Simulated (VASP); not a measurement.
A run of VASP 6.6.1 is set up as follows.

The input INCAR:

```
ALGO = Normal
EDIFF = 1E-6
ENCUT = 520
GGA = PE
ISIF = 2
ISMEAR = -1
LASPH = T
LCHARG = F
LREAL = Auto
LWAVE = F
NBANDS = 126
NELM = 60
PREC = Accurate
SIGMA = 0.02
```

KPOINTS

```
k-points
0
Gamma
  2 2 1
```

File POSCAR:

```
TiSi12O24
1.0
   -2.4557500000      4.2534840000      5.4038000000
    4.9115000000      0.0000000000      5.4038000000
    4.9115000000      8.5069680000      0.0000000000
Si O Ti
12 24 1
Direct
    0.8468646976      0.3292739456      0.0563986556
    0.6198689108      0.1951085125      0.9064405210
    0.2762762493      0.1908344876      0.1726950653
    0.8208514997      0.3149412758      0.5903752406
    0.6055459787      0.1784774862      0.4122505067
    0.2194232342      0.2500136436      0.6470020558
    0.4032143879      0.7940060865      0.3198034896
    0.1681947958      0.6877715612      0.1638665065
    0.7647897392      0.7385260756      0.4021794934
    0.3435684458      0.8215381459      0.8282291779
    0.1537602883      0.6882186895      0.6512382642
    0.7536402976      0.7638285207      0.8736783837
    0.0615106754      0.1898718702      0.0791279956
    0.1796873942      0.7820084495      0.9877024980
    0.1764492395      0.4505462082      0.2148998307
    0.4008399259      0.2819927104      1.0010889648
    0.3564219492      0.7215393003      0.1984548363
    0.4597566294      0.0128173000      0.2411041787
    0.0315214030      0.1904472116      0.6312986268
    0.2191127932      0.7744922625      0.4702079801
    0.1573523282      0.4508961266      0.7023833156
    0.3802343051      0.2874747144      0.4824587875
    0.3139365167      0.7214556148      0.7157634834
    0.3209230776      0.0618834659      0.7633147114
    0.6156496517      0.6535855162      0.3573322548
    0.6825767332      0.2769064082      0.2330324725
    0.6486455987      0.9359950246      0.4648035968
    0.9495824345      0.7891941671      0.2598124629
    0.7686558234      0.2275396316      0.4749181793
    0.8355570391      0.5496600304      0.5347099581
    0.5701760819      0.7200147098      0.8417965318
    0.6276947850      0.2878568639      0.7299257826
    0.6785841653      0.9532617579      0.9447268533
    0.9271206938      0.8058059504      0.7179639048
    0.7832668763      0.2699116278      0.9380117422
    0.8365204632      0.5704525928     -0.0034848381
    0.9527391047      0.3165443625      0.2660880424
```

Potentials or basis: VASP PAW PBE potentials, release 64 (Si, O, Ti_sv).

Launch:

```sh
$ cat potpaw_PBE.64/Si/POTCAR potpaw_PBE.64/O/POTCAR potpaw_PBE.64/Ti_sv/POTCAR > POTCAR
$ mpirun -np 1 vasp_std > vasp.out
```

Question: Predict the band gap on the k mesh.

Answer: 0.11 eV.

Question: What does it give for the pressure?

Answer: 6.1 GPa.

Stress tensor (GPa, compression positive):
```
 5.31 -0.92 -0.57
-0.92  7.24  0.41
-0.57  0.41  5.66
```

Caveat: the k points lie up to 0.70 Å⁻¹ apart; semilocal functionals underestimate gaps, and a narrow one can read as zero.
